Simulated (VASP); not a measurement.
Here is a VASP 6.6.1 calculation.

The input INCAR:

```
ALGO = Normal
DIPOL = 0.5 0.5 0.299
EDIFF = 1E-6
ENCUT = 520
GGA = PE
IDIPOL = 3
ISIF = 2
ISMEAR = 0
LASPH = T
LCHARG = T
LDIPOL = T
LELF = T
LREAL = F
LVACPOTAV = T
LVHAR = T
LWAVE = F
NBANDS = 104
NELM = 100
PREC = Accurate
SIGMA = 0.1
```

File KPOINTS:

```
k-points
0
Gamma
  5 5 1
```

Contents of POSCAR:

```
HRh6
1.0
    5.4163401145      0.0000000000      0.0000000000
    0.0000000000      5.4163401145      0.0000000000
    0.0000000000      0.0000000000     21.6737367085
Rh H
12 2
Direct
    0.2500000000      0.2500000000      0.1845551625
    0.2500000000      0.7500000000      0.1845551625
    0.7500000000      0.2500000000      0.1845551625
    0.7500000000      0.7500000000      0.1845551625
    0.0000000000      0.0000000000      0.2693761947
    0.0000000000      0.5000000000      0.2693761947
    0.5000000000      0.0000000000      0.2693761947
    0.5000000000      0.5000000000      0.2693761947
    0.2500000000      0.2500000000      0.3540569313
    0.2500000000      0.7500000000      0.3540569313
    0.7500000000      0.2500000000      0.3540569313
    0.7500000000      0.7500000000      0.3540569313
    0.4151641163      0.5000000000      0.4740177869
    0.5848358837      0.5000000000      0.4740177869
```

Potentials or basis: VASP PAW PBE potentials, release 64 (Rh_pv, H).

The run is started by

```console
$ cat potpaw_PBE.64/Rh_pv/POTCAR potpaw_PBE.64/H/POTCAR > POTCAR
$ mpirun -np 1 vasp_std > vasp.out
```

**Question.** What does it give for the largest force?

**Answer.** 3.259 eV/Å.

**Question.** What does it give for the band gap on the k mesh?

**Answer.** Zero (bands 91 and 92 overlap by 0.70 eV).

Forces on the atoms (eV/Å):
```
Rh  -0.012 -0.006  0.044
Rh  -0.012  0.006  0.044
Rh   0.012 -0.006  0.044
Rh   0.012  0.006  0.044
Rh   0.000  0.000 -0.014
Rh   0.000  0.000 -0.084
Rh   0.000  0.000 -0.078
Rh   0.000  0.000 -0.033
Rh  -0.030 -0.016 -0.006
Rh  -0.030  0.016 -0.006
Rh   0.030 -0.016 -0.006
Rh   0.030  0.016 -0.006
H    3.259  0.000  0.029
H   -3.259  0.000  0.029
```
